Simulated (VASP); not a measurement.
# Si (I4_1/amd) in VASP: G0W0 quasiparticle levels with PBEsol

Aim: the G0W0 quasiparticle levels of Si with PBEsol.

Program: VASP 6.6.1. These are calculated values, not measurements. Logs are shortened: lines on timing, memory, paths and dates and some standing lists are left out, and cuts for length are marked.

### 1 The cell of the first run

It takes space group I4_1/amd (No. 141, tetragonal). Conventional cell: a = 3.826 Å, b = 3.826 Å, c = 5.515 Å, α = 90.00°, β = 90.00°, γ = 90.00°. Si (site symmetry -4m2) has 4 Si at 2.36 Å within 3.1 Å.

### 2 G0W0 quasiparticle levels, PBEsol

File POSCAR:

```
Si
1.0
    0.0000000000      2.7055485941      2.7575828868
    2.7055485941      0.0000000000      2.7575828868
    2.7055485941      2.7055485941      0.0000000000
Si
2
Direct
    0.0000000000      0.0000000000      0.0000000000
    0.2500000000      0.2500000000      0.2500000000
```

File INCAR.step1:

```
  ALGO = Normal
  EDIFF = 1E-8
  ENCUT = 500
  GGA = PS
  ISMEAR = 0
  LASPH = T
  LCHARG = F
  LREAL = F
  LWAVE = T
  NELM = 80
  PREC = Accurate
  SIGMA = 0.01
```

File INCAR.step2:

```
  ALGO = Exact
  EDIFF = 1E-8
  ENCUT = 500
  GGA = PS
  ISMEAR = 0
  ISTART = 1
  LASPH = T
  LCHARG = F
  LOPTICS = T
  LREAL = F
  LWAVE = T
  NBANDS = 95
  NELM = 1
  PREC = Accurate
  SIGMA = 0.01
```

File INCAR.step3:

```
  ALGO = EVGW0
  EDIFF = 1E-8
  ENCUT = 500
  ENCUTGW = 100.0
  GGA = PS
  ISMEAR = 0
  ISTART = 1
  LASPH = T
  LCHARG = F
  LREAL = F
  LWAVE = F
  NBANDS = 95
  NBANDSGW = 12
  NELMGW = 1
  NOMEGA = 48
  PREC = Accurate
  PRECFOCK = Fast
  SIGMA = 0.01
```

File KPOINTS:

```
k-points
0
Gamma
  4 4 4
```

Potentials or basis: VASP PAW PBE potentials, release 64 (Si_GW).

On the command line:

```
$ cat potpaw_PBE.64/Si_GW/POTCAR > POTCAR
$ cp INCAR.step1 INCAR
$ mpirun -np 1 vasp_std > vasp.out
$ cp INCAR.step2 INCAR
$ mpirun -np 1 vasp_std > vasp.out
$ cp INCAR.step3 INCAR
$ mpirun -np 1 vasp_std > vasp.out
```

OUTCAR:

```text
EDIFF = 1E-8
   ENCUT = 500
   ENCUTGW = 100.0
   GGA = PS
   ISMEAR = 0
   ISTART = 1
   LASPH = T
   LREAL = F
   NELMGW = 1
   PREC = Accurate
   PRECFOCK = Fast

 ion  position               nearest neighbor table
   1  0.000  0.000  0.000-   2 2.36   2 2.36   2 2.36   2 2.36
   2  0.250  0.250  0.250-   1 2.36   1 2.36   1 2.36   1 2.36

  LATTYP: Found a body centered tetragonal cell.
 ALAT       =     3.8262235154
 C/A-ratio  =     1.4414123355

  Lattice vectors:

 A1 = (  -2.7055485941,   0.0000000000,   2.7575828868)
 A2 = (   2.7055485941,   0.0000000000,   2.7575828868)
 A3 = (   0.0000000000,   2.7055485941,  -2.7575828868)

Analysis of symmetry for initial positions (statically):
=====================================================================
 Subroutine PRICEL returns:
 Original cell was already a primitive cell.

 Routine SETGRP: Setting up the symmetry group for a
 body centered tetragonal supercell.

 Subroutine GETGRP returns: Found 16 space group operations
 (whereof  8 operations were pure point group operations)
 out of a pool of 16 trial point group operations.

The static configuration has the point symmetry D_2d.
 The point group associated with its full space group is D_4h.

Analysis of symmetry for dynamics (positions and initial velocities):
=====================================================================
 Subroutine PRICEL returns:
 Original cell was already a primitive cell.

 Routine SETGRP: Setting up the symmetry group for a
 body centered tetragonal supercell.

 Subroutine GETGRP returns: Found 16 space group operations
 (whereof  8 operations were pure point group operations)
 out of a pool of 16 trial point group operations.

The dynamic configuration has the point symmetry D_2d.
 The point group associated with its full space group is D_4h.

 Subroutine INISYM returns: Found 16 space group operations
 (whereof  8 operations are pure point group operations),
 and found     1 'primitive' translations

----------------------------------------------------------------------------------------

                                     Primitive cell

  volume of cell :      40.3710

  direct lattice vectors                    reciprocal lattice vectors
     0.000000000  2.705548594  2.757582887    -0.184805404  0.184805404  0.181318213
     2.705548594  0.000000000  2.757582887     0.184805404 -0.184805404  0.181318213
     2.705548594  2.705548594  0.000000000     0.184805404  0.184805404 -0.181318213

  length of vectors
     3.863192536  3.863192536  3.826223515     0.318091761  0.318091761  0.318091761

  position of ions in fractional coordinates (direct lattice)
     0.000000000  0.000000000  0.000000000
     0.250000000  0.250000000  0.250000000

  ion indices of the primitive-cell ions
   primitive index   ion index
                 1           1
                 2           2

----------------------------------------------------------------------------------------

 KPOINTS: k-points

Automatic generation of k-mesh.
 Grid dimensions read from file:
 generate k-points for:    4    4    4

 Generating k-lattice:

  Cartesian coordinates                     Fractional coordinates (reciprocal lattice)
    -0.046201351  0.046201351  0.045329553     0.250000000  0.000000000  0.000000000
     0.046201351 -0.046201351  0.045329553     0.000000000  0.250000000  0.000000000
     0.046201351  0.046201351 -0.045329553    -0.000000000 -0.000000000  0.250000000

  Length of vectors
     0.079522940  0.079522940  0.079522940

  Shift w.r.t. Gamma in fractional coordinates (k-lattice)
     0.000000000  0.000000000  0.000000000

 Subroutine IBZKPT returns following result:
 ===========================================

 Found     13 irreducible k-points:

 Following reciprocal coordinates:
            Coordinates               Weight
  0.000000  0.000000  0.000000      1.000000
  0.250000  0.000000  0.000000      8.000000
  0.500000  0.000000  0.000000      4.000000
  0.250000  0.250000  0.000000      2.000000
  0.500000  0.250000  0.000000      8.000000
 -0.250000  0.250000  0.000000      4.000000
  0.500000  0.500000  0.000000      1.000000
  0.250000  0.000000  0.250000      4.000000
  0.500000  0.000000  0.250000     16.000000
 -0.250000  0.000000  0.250000      8.000000
 -0.250000  0.500000  0.250000      4.000000
  0.500000  0.000000  0.500000      2.000000
 -0.250000  0.250000  0.500000      2.000000
   k-points           NKPTS =     13   k-points in BZ     NKDIM =     64   number of bands    NBANDS=     95
   number of dos      NEDOS =    301   number of ions     NIONS =      2
   total plane-waves  NPLWV =  21952
   dimension x,y,z NGX =    28 NGY =   28 NGZ =   28
   dimension x,y,z NGXF=    56 NGYF=   56 NGZF=   56
   ions per type =               2
   NGX,Y,Z   is equivalent  to a cutoff of  12.05, 12.05, 12.17 a.u.
   NGXF,Y,Z  is equivalent  to a cutoff of  24.10, 24.10, 24.33 a.u.
 SYSTEM =  unknown system
   PREC   = accura    normal or accurate (medium, high low for compatibility)
   ISTART =      1    job   : 0-new  1-cont  2-samecut
   ICHARG =      0    charge: 1-file 2-atom 10-const
   ISPIN  =      1    spin polarized calculation?
   LNONCOLLINEAR =      F non collinear calculations
   LSORBIT =      F    spin-orbit coupling
   LASPH  =      T    aspherical Exc in radial PAW
   ENCUT  =  500.0 eV  36.75 Ry    6.06 a.u.   7.04  7.04  6.98*2*pi/ulx,y,z
   NELM   =     60;   NELMIN=  2; NELMDL=  0     # of ELM steps
   EDIFF  = 0.1E-07   stopping-criterion for ELM
   LREAL  =      F    real-space projection
   EDIFFG = 0.1E-06   stopping-criterion for IOM
   NSW    =      0    number of steps for IOM
   IBRION =     -1    ionic relax: 0-MD 1-quasi-New 2-CG
   NFREE  =      0    steps in history (QN), initial steepest desc. (CG)
   ISIF   =      0    stress and relaxation
   ISYM   =      3    0-nonsym 1-usesym 2-fastsym
   POTIM  = 0.5000    time-step for ionic-motion
   TEBEG  =    0.0;   TEEND  =   0.0 temperature during run
   PSTRESS=    0.0 pullay stress
   NELECT =       8.0000    total number of electrons
   NUPDOWN=      -1.0000    fix difference up-down
   EMIN   =  10.00;   EMAX   =-10.00  energy-range for DOS
   EFERMI =   0.00;   METHOD = LEGACY
   ISMEAR =     0;   SIGMA  =   0.01  broadening in eV -4-tet -1-fermi 0-gaus
   EFERMI_NEDOS =   21; number of points for ismear=-14 and -15
   IALGO  =     38    algorithm
   IMIX   =      4    mixing-type and parameters
     AMIX     =   0.40;   BMIX     =  1.00
     AMIX_MAG =   1.60;   BMIX_MAG =  1.00
  volume/ion in A,a.u.               =      20.19       136.22
  Fermi-wavevector in a.u.,A,eV,Ry     =   0.954440  1.803629 12.394292  0.910955
  Thomas-Fermi vector in A             =   2.083186
   LORBIT       =      0    0 simple, 1 ext, 2 COOP (PROOUT), +10 PAW based schemes
   GGA     = PS    functional components
   LHFCALC =     T    Hartree Fock is set to
   PRECFOCK=fast      Normal, Fast or Accurate (Low or Medium for compatibility)
   ENCUT4O =  -1.0   cutoff for four orbital integrals eV
   NKREDX  =     1    reduce k-point grid by
   NKREDY  =     1    reduce k-point grid by
   NKREDZ  =     1    reduce k-point grid by
   AEXX    =    1.0000 exact exchange contribution
   HFSCREEN=    0.0000 screening length (either q_TF or 0.3 A-1)
   HFSCREENC=   0.0000 screening length for correlation (either q_TF or 0.3 A-1)
   ENCUTFOCK=  -1.0 apply spherical cutoff to Coloumb kernel
   IVDW    =     0    specifies the selected vdW correction
   LEPSILON=     F    determine dielectric tensor
   LRPA    =     F    only Hartree local field effects (RPA)
   LRPAFORCE           =     F    calculate RPA forces
   ENCUTGW             = 100.0    cutoff for response function in eV
   ENCUTGWSOFT         =  80.0    soft cutoff for Coulomb kernel in GW response function in eV
   ENCUTLF             =  -1.0    cutoff for local field effects
   NELMGW              =     1    number of iterations in solving QP/BSE equation
   NELMHF              =     1    number of iterations in the inner HF iteration
   NKREDLFX            =     1    NKREDLFY  =   1   NKREDLFZ  =   1
 non-spin polarized calculation
 Gauss-broadening in eV      SIGMA  =   0.01
  energy-cutoff  :      500.00
  volume of cell :       40.37
 maximum number of plane-waves:      1040
  NGX = 16; NGY = 16; NGZ = 16
   NGX = 15   NGY = 15   NGZ = 13
 maximum number of plane-waves:       100
 NGX is ok and might be reduce to    14

 QP shifts <psi_nk| G(iteration)W_0 |psi_nk>: iteration 1
 for sc-GW calculations column KS-energies equals QP-energies in previous step
 and V_xc(KS)=  KS-energies - (<T + V_ion + V_H > + <T+V_H+V_ion>^1  + <V_x>^1)

 k-point   1 :       0.0000    0.0000    0.0000
  band No.  KS-energies  QP-energies   sigma(KS)   V_xc(KS)     V^pw_x(r,r')   Z            occupation Imag(sigma)

      1      -6.5567      -6.9668     -11.0578     -10.4539     -17.4333       0.6790       2.0000       1.2280
      2       5.2972       4.9090     -11.9132     -11.3985     -12.9992       0.7542       2.0000       0.1064
      3       5.4334       5.0467     -11.8783     -11.3669     -12.9358       0.7559       2.0000       0.1030
      4       5.4334       5.0467     -11.8783     -11.3669     -12.9358       0.7559       2.0000       0.1030
      5       7.8640       8.0882      -9.8425     -10.1407      -5.5774       0.7518       0.0000      -0.0638
      6       7.8640       8.0882      -9.8425     -10.1407      -5.5774       0.7518       0.0000      -0.0638
      7       7.9312       8.1544      -9.8338     -10.1310      -5.5556       0.7510       0.0000      -0.0639
      8       8.6063       8.9645     -10.5869     -11.0686      -5.8489       0.7437       0.0000      -0.0624
      9      12.8735      13.1730      -9.6143     -10.0151      -4.2063       0.7472       0.0000      -0.2069
     10      13.0499      13.0828      -7.9827      -8.0253      -2.6231       0.7711       0.0000      -0.2918
     11      13.2247      13.5243      -9.6471     -10.0456      -4.1488       0.7516       0.0000      -0.2312
     12      16.0765      16.0906      -8.4317      -8.4503      -2.2562       0.7536       0.0000      -0.5589

 k-point   2 :       0.2500    0.0000    0.0000
  band No.  KS-energies  QP-energies   sigma(KS)   V_xc(KS)     V^pw_x(r,r')   Z            occupation Imag(sigma)
[... 177 lines left out ...]
      1      -2.2283      -2.6360     -11.5594     -10.9738     -16.0174       0.6962       2.0000       0.5500
      2      -2.2283      -2.6360     -11.5594     -10.9738     -16.0174       0.6962       2.0000       0.5500
      3       1.5051       1.0385     -10.6961     -10.0586     -12.8541       0.7319       2.0000       0.1505
      4       1.5051       1.0385     -10.6961     -10.0586     -12.8541       0.7319       2.0000       0.1505
      5       9.4027       9.5418      -9.4611      -9.6453      -4.9041       0.7552       0.0000      -0.0960
      6       9.4027       9.5418      -9.4611      -9.6453      -4.9041       0.7552       0.0000      -0.0960
      7      10.1154      10.3684      -9.7972     -10.1370      -4.6940       0.7444       0.0000      -0.1411
      8      10.1154      10.3684      -9.7972     -10.1370      -4.6940       0.7444       0.0000      -0.1411
      9      16.0967      16.3593     -10.3832     -10.7441      -3.8393       0.7276       0.0000      -0.5385
     10      16.0967      16.3593     -10.3832     -10.7441      -3.8393       0.7276       0.0000      -0.5385
     11      18.5238      18.7911     -10.1337     -10.4986      -3.3596       0.7325       0.0000      -0.7448
     12      18.5238      18.7911     -10.1337     -10.4986      -3.3596       0.7325       0.0000      -0.7448
```

It took 99 s on 1 thread of AMD EPYC 9R45 (Zen 5), shared host; peak memory 0.43 GiB.

What came out:

```
Quasiparticle gap                                   : 0.99 eV
Least direct quasiparticle gap                      : 3.04 eV
Band gap of the starting levels on the mesh         : 0.49 eV
Least direct gap of the starting levels on the mesh : 2.43 eV
```

Caveat: the k points lie up to 0.50 Å⁻¹ apart; bands, screening cutoff and mesh are small and nothing is extrapolated, so the quasiparticle values aren't converged.
